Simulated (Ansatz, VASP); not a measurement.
Two plane-wave programs on Mo

Contents of INCAR:

```
SYSTEM = Mo
ALGO = Normal ; EDIFF = 1E-7
EDIFFG = -0.005 ; ENCUT = 600
GGA = PE ; IBRION = 2
ISIF = 3 ; ISMEAR = -1
LASPH = .TRUE. ; LCHARG = .FALSE.
LREAL = .FALSE. ; LWAVE = .FALSE.
NELM = 100 ; NSW = 60
PREC = Accurate ; SIGMA = 0.05
```

KPOINTS

```
k-points
0
G
  19 19 19
  0 0 0
```

File POSCAR:

```
Mo
1.0
   -1.5813925127      1.5813925127      1.5813925127
    1.5813925127     -1.5813925127      1.5813925127
    1.5813925127      1.5813925127     -1.5813925127
Mo
1
Direct
    0.0000000000      0.0000000000      0.0000000000
```

Input for Ansatz:

```yaml
crystal:
  lattice:
    - [-1.5813925127, 1.5813925127, 1.5813925127]
    - [1.5813925127, -1.5813925127, 1.5813925127]
    - [1.5813925127, 1.5813925127, -1.5813925127]
  atoms:
    - { symbol: Mo, position: [0.0, 0.0, 0.0] }
kpoints:
  mp_grid: { grid: [19, 19, 19] }
scf:
  occupations: { method: fermi_dirac, width: 0.05 }
hamiltonian:
  xc: pbe
  pseudopotentials: { kind: paw }
output:
  forces: true
  stress: true
  write_density: true
  write_potential: true
  elf: true
  volumetric_format: npy
relax:
  f_tol: 0.005
  max_steps: 40
  cell: {}
```

Alike in both runs: task relaxation of cell and atoms; functional PBE; k mesh 19 × 19 × 19; occupations fermi-dirac, width 0.05 eV; no spin polarisation.

|  | VASP | Ansatz |
| --- | --- | --- |
| version | VASP 6.6.1 | Ansatz 0.2.0 |
| potentials or method | VASP PAW PBE potentials, release 64 (Mo_sv) | PAW with Ansatz's default frozen-core files, scalar-relativistic |
| plane-wave cutoff (eV) | 600 | 420 |
| valence electrons in the cell | 14 | 14 |

```tsv
	VASP	Ansatz	Ansatz less VASP
relaxed volume (Å³/atom)	15.81	15.79	-0.024
relaxed length of the cell vector where the two differ most in proportion (Å)	2.739	2.737	-0.0014
```
